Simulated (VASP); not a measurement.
# RbBr (Fm-3m) in VASP: further runs

Runs on RbBr. Level: PBE. Tasks: single point.

All numbers are computed with VASP 6.6.1; they aren't measurements. Logs are shortened: lines on timing, memory, paths and dates and some standing lists are left out, and cuts for length are marked.

## (1) The cell of the first run

It takes space group Fm-3m (No. 225, cubic). Conventional cell: a = 6.946 Å, b = 6.946 Å, c = 6.946 Å, α = 90.00°, β = 90.00°, γ = 90.00°. Within 4.6 Å of Rb (site symmetry m-3m) lie 6 Br at 3.47 Å. Br (site symmetry m-3m) has 6 Rb at 3.47 Å within 4.6 Å.

## (2) Single point, PBE (volume scaled by 0.97)

File INCAR:

```
  PREC = Accurate
  ENCUT = 520
  EDIFF = 1E-6
  ISMEAR = 0
  SIGMA = 0.02
  LREAL = False
  LASPH = True
  NELM = 100
  ALGO = Normal
  ISIF = 2
  LWAVE = False
  LCHARG = True
  GGA = PE
  LELF = True
  LVHAR = True
  NBANDS = 15
```

File KPOINTS:

```
regular mesh
0
Gamma
  6 6 6
```

File POSCAR:

```
RbBr
1.0
    0.0000000000      3.4732355825      3.4732355825
    3.4732355825      0.0000000000      3.4732355825
    3.4732355825      3.4732355825      0.0000000000
Rb Br
1 1
Direct
    0.0000000000      0.0000000000      0.0000000000
    0.5000000000      0.5000000000      0.5000000000
```

Potentials or basis: VASP PAW PBE potentials, release 64 (Rb_sv, Br).

Command:

```sh
> cat potpaw_PBE.64/Rb_sv/POTCAR potpaw_PBE.64/Br/POTCAR > POTCAR
> mpirun -np 1 vasp_std > vasp.out
```

OUTCAR:

```text
PREC = Accurate
   ENCUT = 520
   EDIFF = 1E-6
   ISMEAR = 0
   LREAL = False
   LASPH = True
   NELM = 100
   ISIF = 2
   GGA = PE

 ion  position               nearest neighbor table
   1  0.000  0.000  0.000-   2 3.47   2 3.47   2 3.47   2 3.47   2 3.47   2 3.47
   2  0.500  0.500  0.500-   1 3.47   1 3.47   1 3.47   1 3.47   1 3.47   1 3.47

  LATTYP: Found a face centered cubic cell.
 ALAT       =     6.9464711650

  Lattice vectors:

 A1 = (   0.0000000000,   3.4732355825,   3.4732355825)
 A2 = (   3.4732355825,   0.0000000000,   3.4732355825)
 A3 = (   3.4732355825,   3.4732355825,   0.0000000000)

Analysis of symmetry for initial positions (statically):
=====================================================================
 Subroutine PRICEL returns:
 Original cell was already a primitive cell.

 Routine SETGRP: Setting up the symmetry group for a
 face centered cubic supercell.

 Subroutine GETGRP returns: Found 48 space group operations
 (whereof 48 operations were pure point group operations)
 out of a pool of 48 trial point group operations.

The static configuration has the point symmetry O_h .

Analysis of symmetry for dynamics (positions and initial velocities):
=====================================================================
 Subroutine PRICEL returns:
 Original cell was already a primitive cell.

 Routine SETGRP: Setting up the symmetry group for a
 face centered cubic supercell.

 Subroutine GETGRP returns: Found 48 space group operations
 (whereof 48 operations were pure point group operations)
 out of a pool of 48 trial point group operations.

The dynamic configuration has the point symmetry O_h .

 Subroutine INISYM returns: Found 48 space group operations
 (whereof 48 operations are pure point group operations),
 and found     1 'primitive' translations

----------------------------------------------------------------------------------------

                                     Primitive cell

  volume of cell :      83.7978

  direct lattice vectors                    reciprocal lattice vectors
     0.000000000  3.473235583  3.473235583    -0.143957986  0.143957986  0.143957986
     3.473235583  0.000000000  3.473235583     0.143957986 -0.143957986  0.143957986
     3.473235583  3.473235583  0.000000000     0.143957986  0.143957986 -0.143957986

  length of vectors
     4.911896866  4.911896866  4.911896866     0.249342546  0.249342546  0.249342546

  position of ions in fractional coordinates (direct lattice)
     0.000000000  0.000000000  0.000000000
     0.500000000  0.500000000  0.500000000

  ion indices of the primitive-cell ions
   primitive index   ion index
                 1           1
                 2           2

----------------------------------------------------------------------------------------

 KPOINTS: regular mesh

Automatic generation of k-mesh.
 Grid dimensions read from file:
 generate k-points for:    6    6    6

 Generating k-lattice:

  Cartesian coordinates                     Fractional coordinates (reciprocal lattice)
    -0.023992998  0.023992998  0.023992998     0.166666667  0.000000000  0.000000000
     0.023992998 -0.023992998  0.023992998     0.000000000  0.166666667  0.000000000
     0.023992998  0.023992998 -0.023992998     0.000000000  0.000000000  0.166666667

  Length of vectors
     0.041557091  0.041557091  0.041557091

  Shift w.r.t. Gamma in fractional coordinates (k-lattice)
     0.000000000  0.000000000  0.000000000

 Subroutine IBZKPT returns following result:
 ===========================================

 Found     16 irreducible k-points:

 Following reciprocal coordinates:
            Coordinates               Weight
  0.000000  0.000000  0.000000      1.000000
  0.166667  0.000000  0.000000      8.000000
  0.333333  0.000000  0.000000      8.000000
  0.500000  0.000000  0.000000      4.000000
  0.166667  0.166667  0.000000      6.000000
  0.333333  0.166667  0.000000     24.000000
[... 8 lines left out ...]
 -0.333333  0.333333  0.166667     24.000000
 -0.333333  0.500000  0.166667     12.000000
   k-points           NKPTS =     16   k-points in BZ     NKDIM =     16   number of bands    NBANDS=     15
   number of dos      NEDOS =    301   number of ions     NIONS =      2
   total plane-waves  NPLWV =  64000
   dimension x,y,z NGX =    40 NGY =   40 NGZ =   40
   dimension x,y,z NGXF=    80 NGYF=   80 NGZF=   80
   ions per type =               1   1
   NGX,Y,Z   is equivalent  to a cutoff of  13.54, 13.54, 13.54 a.u.
   NGXF,Y,Z  is equivalent  to a cutoff of  27.08, 27.08, 27.08 a.u.
 SYSTEM =  unknown system
   PREC   = accura    normal or accurate (medium, high low for compatibility)
   ISTART =      0    job   : 0-new  1-cont  2-samecut
   ICHARG =      2    charge: 1-file 2-atom 10-const
   ISPIN  =      1    spin polarized calculation?
   LNONCOLLINEAR =      F non collinear calculations
   LSORBIT =      F    spin-orbit coupling
   LASPH  =      T    aspherical Exc in radial PAW
   ENCUT  =  520.0 eV  38.22 Ry    6.18 a.u.   9.13  9.13  9.13*2*pi/ulx,y,z
   NELM   =    100;   NELMIN=  2; NELMDL= -5     # of ELM steps
   EDIFF  = 0.1E-05   stopping-criterion for ELM
   LREAL  =      F    real-space projection
   EDIFFG = 0.1E-04   stopping-criterion for IOM
   NSW    =      0    number of steps for IOM
   IBRION =     -1    ionic relax: 0-MD 1-quasi-New 2-CG
   NFREE  =      0    steps in history (QN), initial steepest desc. (CG)
   ISIF   =      2    stress and relaxation
   ISYM   =      2    0-nonsym 1-usesym 2-fastsym
   POTIM  = 0.5000    time-step for ionic-motion
   TEBEG  =    0.0;   TEEND  =   0.0 temperature during run
   PSTRESS=    0.0 pullay stress
   NELECT =      16.0000    total number of electrons
   NUPDOWN=      -1.0000    fix difference up-down
   EMIN   =  10.00;   EMAX   =-10.00  energy-range for DOS
   EFERMI =   0.00;   METHOD = LEGACY
   ISMEAR =     0;   SIGMA  =   0.02  broadening in eV -4-tet -1-fermi 0-gaus
   EFERMI_NEDOS =   21; number of points for ismear=-14 and -15
   IALGO  =     38    algorithm
   IMIX   =      4    mixing-type and parameters
     AMIX     =   0.40;   BMIX     =  1.00
     AMIX_MAG =   1.60;   BMIX_MAG =  1.00
  volume/ion in A,a.u.               =      41.90       282.75
  Fermi-wavevector in a.u.,A,eV,Ry     =   0.942694  1.781433 12.091108  0.888671
  Thomas-Fermi vector in A             =   2.070328
   LORBIT       =      0    0 simple, 1 ext, 2 COOP (PROOUT), +10 PAW based schemes
   GGA     = PE    functional components
   LHFCALC =     F    Hartree Fock is set to
   AEXX    =    0.0000 exact exchange contribution
   IVDW    =     0    specifies the selected vdW correction
   LEPSILON=     F    determine dielectric tensor
   LRPA    =     F    only Hartree local field effects (RPA)
 non-spin polarized calculation
 Gauss-broadening in eV      SIGMA  =   0.02
  energy-cutoff  :      520.00
  volume of cell :       83.80
 maximum number of plane-waves:      2285
 NGX is ok and might be reduce to    40
   NGX = 19   NGY = 19   NGZ = 19

 number of electron      15.9999998 magnetization

 Free energy of the ion-electron system (eV)
  ---------------------------------------------------
  ext. energy  EPLUGINS =         0.00000000
  ---------------------------------------------------
  free energy    TOTEN  =        -6.11205207 eV

  energy without entropy =       -6.11205207  energy(sigma->0) =       -6.11205207

 E-fermi :  -1.7580     XC(G=0):  -7.0759

 val. band max:       -1.8998977351   @ k =   0.0000   0.0000   0.0000
 cond. band min:       2.3621403856   @ k =   0.0000   0.0000   0.0000
 fundamental gap:      4.2620381208
 Fermi energy:        -1.7580153962

 k-point     1 :       0.0000    0.0000    0.0000
  band No.  band energies     occupation
      1     -26.4003      2.00000
      2     -14.0421      2.00000
      3     -10.4737      2.00000
      4     -10.4737      2.00000
      5     -10.4737      2.00000
      6      -1.8999      2.00000
      7      -1.8999      2.00000
      8      -1.8999      2.00000
      9       2.3621      0.00000
     10       5.3660      0.00000
     11       5.3660      0.00000
     12       5.3660      0.00000
     13       6.2267      0.00000
     14       6.2267      0.00000
     15       8.9959      0.00000

 k-point     2 :       0.1667    0.0000    0.0000
  band No.  band energies     occupation
      1     -26.3984      2.00000
      2     -14.0507      2.00000
      3     -10.4755      2.00000
      4     -10.4755      2.00000
      5     -10.4643      2.00000
      6      -2.1825      2.00000
      7      -1.9852      2.00000
      8      -1.9852      2.00000
      9       2.9755      0.00000
     10       5.2278      0.00000
     11       5.6815      0.00000
     12       5.6815      0.00000
     13       6.6075      0.00000
     14       6.6075      0.00000
     15       9.9536      0.00000

 k-point     3 :       0.3333    0.0000    0.0000
  band No.  band energies     occupation
      1     -26.3946      2.00000
      2     -14.0675      2.00000
      3     -10.4791      2.00000
      4     -10.4791      2.00000
      5     -10.4458      2.00000
      6      -2.6326      2.00000
      7      -2.1454      2.00000
      8      -2.1454      2.00000
      9       4.2075      0.00000
     10       5.3295      0.00000
     11       6.5582      0.00000
     12       6.5582      0.00000
     13       7.5615      0.00000
     14       7.5615      0.00000
     15       9.4458      0.00000

 k-point     4 :       0.5000    0.0000    0.0000
  band No.  band energies     occupation
      1     -26.3927      2.00000
      2     -14.0759      2.00000
      3     -10.4809      2.00000
      4     -10.4809      2.00000
      5     -10.4366      2.00000
      6      -2.8224      2.00000
      7      -2.2211      2.00000
      8      -2.2211      2.00000
      9       4.8095      0.00000
     10       5.6743      0.00000
     11       7.4653      0.00000
     12       7.4653      0.00000
     13       8.1337      0.00000
     14       8.1337      0.00000
     15       8.7167      0.00000
[... 163 lines left out ...]
 k-point    14 :       0.5000    0.3333    0.1667
  band No.  band energies     occupation
      1     -26.3922      2.00000
      2     -14.0383      2.00000
      3     -10.5409      2.00000
      4     -10.5214      2.00000
      5     -10.4697      2.00000
      6      -2.5400      2.00000
      7      -2.1901      2.00000
      8      -2.1191      2.00000
      9       4.6414      0.00000
     10       4.8253      0.00000
     11       6.8085      0.00000
     12       7.4523      0.00000
     13       7.5210      0.00000
     14       7.8488      0.00000
     15       8.8266      0.00000

 k-point    15 :      -0.3333    0.3333    0.1667
  band No.  band energies     occupation
      1     -26.3910      2.00000
      2     -14.0320      2.00000
      3     -10.5571      2.00000
      4     -10.5503      2.00000
      5     -10.4601      2.00000
      6      -2.5017      2.00000
      7      -2.2341      2.00000
      8      -2.2060      2.00000
      9       5.0695      0.00000
     10       5.2841      0.00000
     11       6.4758      0.00000
     12       6.7476      0.00000
     13       8.1628      0.00000
     14       8.8250      0.00000
     15       8.8576      0.00000

 k-point    16 :      -0.3333    0.5000    0.1667
  band No.  band energies     occupation
      1     -26.3905      2.00000
      2     -14.0111      2.00000
      3     -10.6053      2.00000
      4     -10.5585      2.00000
      5     -10.4786      2.00000
      6      -2.3060      2.00000
      7      -2.2826      2.00000
      8      -2.1559      2.00000
      9       4.4101      0.00000
     10       5.7963      0.00000
     11       5.9859      0.00000
     12       6.8815      0.00000
     13       7.9518      0.00000
     14       8.8009      0.00000
     15       9.2297      0.00000

------------------------ aborting loop because EDIFF is reached ----------------------------------------

  FORCE on cell =-STRESS in cart. coord.  units (eV):
  Direction    XX          YY          ZZ          XY          YZ          ZX
  --------------------------------------------------------------------------------------
  -------------------------------------------------------------------------------------
  Total        0.2154540      0.2154540      0.2154540     -0.0000000      0.0000000     -0.0000000
  in kB        4.1193863      4.1193863      4.1193863     -0.0000000      0.0000000     -0.0000000
  external PRESSURE =       4.1193863 kB  Pullay stress =       0.0000000 kB

 VOLUME and BASIS-vectors are now :
 -----------------------------------------------------------------------------
  energy-cutoff  :      520.00
  volume of cell :       83.80
      direct lattice vectors                 reciprocal lattice vectors
     0.000000000  3.473235583  3.473235583    -0.143957986  0.143957986  0.143957986
     3.473235583  0.000000000  3.473235583     0.143957986 -0.143957986  0.143957986
     3.473235583  3.473235583  0.000000000     0.143957986  0.143957986 -0.143957986

 POSITION                                       TOTAL-FORCE (eV/Angst)
 -----------------------------------------------------------------------------------
      0.00000      0.00000      0.00000        -0.000000      0.000000      0.000000
      3.47324      3.47324      3.47324         0.000000      0.000000     -0.000000
 -----------------------------------------------------------------------------------
    total drift:                                0.000000     -0.000000     -0.000000

  FREE ENERGIE OF THE ION-ELECTRON SYSTEM (eV)
  ---------------------------------------------------
  free  energy   TOTEN  =        -6.1120520711 eV

  energy  without entropy=       -6.1120520711  energy(sigma->0) =       -6.11205207
```

Wall time 46 s (1 thread of Intel Xeon 6975P-C, shared host); peak memory 0.24 GiB.

What came out:

* Free energy: -6.1121 eV
* Pressure: 0.4 GPa
* Band gap on the k mesh: 4.26 eV, direct

Caveat: the cell differs from its parent crystal (volume scaled by 0.97).

## (3) Single point, PBE

This run uses another cell than the first one, of 43.19 Å³/atom, 1.031 times its volume.

File INCAR:

```
  PREC = Accurate
  ENCUT = 520
  EDIFF = 1E-6
  ISMEAR = 0
  SIGMA = 0.02
  LREAL = False
  LASPH = True
  NELM = 60
  ALGO = Normal
  ISIF = 2
  LWAVE = False
  LCHARG = False
  GGA = PE
  NBANDS = 15
```

KPOINTS is that of step 2.

File POSCAR:

```
RbBr
1.0
    0.0000000000      3.5086792099      3.5086792099
    3.5086792099      0.0000000000      3.5086792099
    3.5086792099      3.5086792099      0.0000000000
Rb Br
1 1
Direct
    0.0000000000      0.0000000000      0.0000000000
    0.5000000000      0.5000000000      0.5000000000
```

Potentials or basis: VASP PAW PBE potentials, release 64 (Rb_sv, Br).

Command:

```sh
> cat potpaw_PBE.64/Rb_sv/POTCAR potpaw_PBE.64/Br/POTCAR > POTCAR
> mpirun -np 1 vasp_std > vasp.out
```

OUTCAR:

```text
PREC = Accurate
   ENCUT = 520
   EDIFF = 1E-6
   ISMEAR = 0
   LREAL = False
   LASPH = True
   NELM = 60
   ISIF = 2
   GGA = PE

 ion  position               nearest neighbor table
   1  0.000  0.000  0.000-   2 3.51   2 3.51   2 3.51   2 3.51   2 3.51   2 3.51
   2  0.500  0.500  0.500-   1 3.51   1 3.51   1 3.51   1 3.51   1 3.51   1 3.51

  LATTYP: Found a face centered cubic cell.
 ALAT       =     7.0173584198

  Lattice vectors:

 A1 = (   0.0000000000,   3.5086792099,   3.5086792099)
 A2 = (   3.5086792099,   0.0000000000,   3.5086792099)
 A3 = (   3.5086792099,   3.5086792099,   0.0000000000)

Analysis of symmetry for initial positions (statically):
=====================================================================
 Subroutine PRICEL returns:
 Original cell was already a primitive cell.

 Routine SETGRP: Setting up the symmetry group for a
 face centered cubic supercell.

 Subroutine GETGRP returns: Found 48 space group operations
 (whereof 48 operations were pure point group operations)
 out of a pool of 48 trial point group operations.

The static configuration has the point symmetry O_h .

Analysis of symmetry for dynamics (positions and initial velocities):
[... 167 lines left out ...]
      8      -2.0054      2.00000
      9       2.1836      0.00000
     10       5.2462      0.00000
     11       5.2462      0.00000
     12       5.2462      0.00000
     13       6.0868      0.00000
     14       6.0868      0.00000
[... 257 lines left out ...]
      2     -14.0909      2.00000
      3     -10.7611      2.00000
      4     -10.7198      2.00000
      5     -10.6501      2.00000
      6      -2.4016      2.00000
      7      -2.3664      2.00000
      8      -2.2548      2.00000
      9       4.3002      0.00000
     10       5.5617      0.00000
     11       5.8022      0.00000
     12       6.6537      0.00000
     13       7.7436      0.00000
     14       8.5717      0.00000
     15       8.9608      0.00000

------------------------ aborting loop because EDIFF is reached ----------------------------------------

  FORCE on cell =-STRESS in cart. coord.  units (eV):
  Direction    XX          YY          ZZ          XY          YZ          ZX
  --------------------------------------------------------------------------------------
  -------------------------------------------------------------------------------------
  Total        0.0101569      0.0101569      0.0101569      0.0000000     -0.0000000      0.0000000
  in kB        0.1883692      0.1883692      0.1883692      0.0000000     -0.0000000      0.0000000
  external PRESSURE =       0.1883692 kB  Pullay stress =       0.0000000 kB

 VOLUME and BASIS-vectors are now :
 -----------------------------------------------------------------------------
  energy-cutoff  :      520.00
  volume of cell :       86.39
      direct lattice vectors                 reciprocal lattice vectors
     0.000000000  3.508679210  3.508679210    -0.142503766  0.142503766  0.142503766
     3.508679210  0.000000000  3.508679210     0.142503766 -0.142503766  0.142503766
     3.508679210  3.508679210  0.000000000     0.142503766  0.142503766 -0.142503766

 POSITION                                       TOTAL-FORCE (eV/Angst)
 -----------------------------------------------------------------------------------
      0.00000      0.00000      0.00000        -0.000000      0.000000      0.000000
      3.50868      3.50868      3.50868         0.000000      0.000000      0.000000
 -----------------------------------------------------------------------------------
    total drift:                                0.000000     -0.000000     -0.000000

  FREE ENERGIE OF THE ION-ELECTRON SYSTEM (eV)
  ---------------------------------------------------
  free  energy   TOTEN  =        -6.1155548700 eV

  energy  without entropy=       -6.1155548700  energy(sigma->0) =       -6.11555487
```

OSZICAR:

```text
N       E                     dE             d eps       ncg     rms          rms(c)
DAV:   1     0.796710331198E+02    0.79671E+02   -0.64668E+03   480   0.901E+02
DAV:   2    -0.581204752175E+00   -0.80252E+02   -0.74224E+02   666   0.161E+02
DAV:   3    -0.618815255388E+01   -0.56069E+01   -0.55871E+01   634   0.438E+01
DAV:   4    -0.635305734208E+01   -0.16490E+00   -0.16489E+00   692   0.707E+00
DAV:   5    -0.635402358455E+01   -0.96624E-03   -0.96623E-03   662   0.602E-01    0.260E+00
DAV:   6    -0.612141177643E+01    0.23261E+00   -0.27934E-01   557   0.236E+00    0.169E+00
DAV:   7    -0.610192971000E+01    0.19482E-01   -0.12669E-01   627   0.170E+00    0.896E-01
DAV:   8    -0.611463931681E+01   -0.12710E-01   -0.15319E-02   532   0.708E-01    0.114E-01
DAV:   9    -0.611508500254E+01   -0.44569E-03   -0.74085E-04   635   0.137E-01    0.726E-02
DAV:  10    -0.611554783483E+01   -0.46283E-03   -0.60126E-04   508   0.135E-01    0.289E-02
DAV:  11    -0.611554748285E+01    0.35198E-06   -0.34318E-05   636   0.305E-02    0.787E-03
DAV:  12    -0.611555452879E+01   -0.70459E-05   -0.10314E-05   508   0.189E-02    0.161E-03
DAV:  13    -0.611555486997E+01   -0.34118E-06   -0.45481E-07   492   0.384E-03
   1 F= -.61155549E+01 E0= -.61155549E+01  d E =-.469635E-33
```

stdout:

```text
POSCAR found type information on POSCAR RbBr
 POSCAR found :  2 types and       2 ions
 scaLAPACK will be used
 LDA part: xc-table for (Slater+PW92), standard interpolation
 POSCAR, INCAR and KPOINTS ok, starting setup
 FFT: planning ... GRIDC
 FFT: planning ... GRID_SOFT
 FFT: planning ... GRID
 WAVECAR not read
 entering main loop
```

Run time: 48 s. Hardware: 1 thread of Intel Xeon 6975P-C, shared host; peak memory 0.24 GiB.

What came out:

| Item | Value |
| --- | --- |
| Free energy | -6.1156 eV |
| Pressure | 0.0 GPa |
| Band gap on the k mesh | 4.19 eV, direct |

(Part 1 of 2 ends here.)
